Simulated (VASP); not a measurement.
Input of a VASP 6.6.1 run:

INCAR

```
  PREC = Accurate
  ENCUT = 500
  EDIFF = 1E-6
  ISMEAR = -1
  SIGMA = 0.1
  LREAL = False
  LASPH = True
  NELM = 120
  ALGO = Normal
  ISIF = 2
  LWAVE = False
  LCHARG = True
  GGA = CA
  LELF = True
  LVHAR = True
  NBANDS = 18
  GGA_COMPAT = False
```

Contents of KPOINTS:

```
Automatic mesh
0
Gamma
  12 12 12
```

Contents of POSCAR:

```
Si2W
1.0
   -1.6069000000      1.6069000000      3.9149500000
    1.6069000000     -1.6069000000      3.9149500000
    1.6069000000      1.6069000000     -3.9149500000
Si W
2 1
Direct
    0.3347000000      0.3347000000      0.0000000000
    0.6653000000      0.6653000000      0.0000000000
    0.0000000000      0.0000000000      0.0000000000
```

Potentials or basis: VASP PAW LDA potentials, release 64 (Si, W_sv).

Launch:

```bash
$ cat potpaw_LDA.64/Si/POTCAR potpaw_LDA.64/W_sv/POTCAR > POTCAR
$ mpirun -np 1 vasp_std > vasp.out
```

Problem. Estimate the pressure.

Solution. -5.0 GPa.

Problem. Estimate the band gap on the k mesh.

Solution. Zero (bands 11 and 12 overlap by 1.29 eV).

Problem. Predict the largest force.

Solution. 0.041 eV/Å.

Forces on the atoms (eV/Å):
```
Si   0.000  0.000  0.041
Si   0.000  0.000 -0.041
W    0.000  0.000  0.000
```

Caveat: the cell stands under tension; spin-orbit coupling is left out, which moves the levels of the heavy elements.
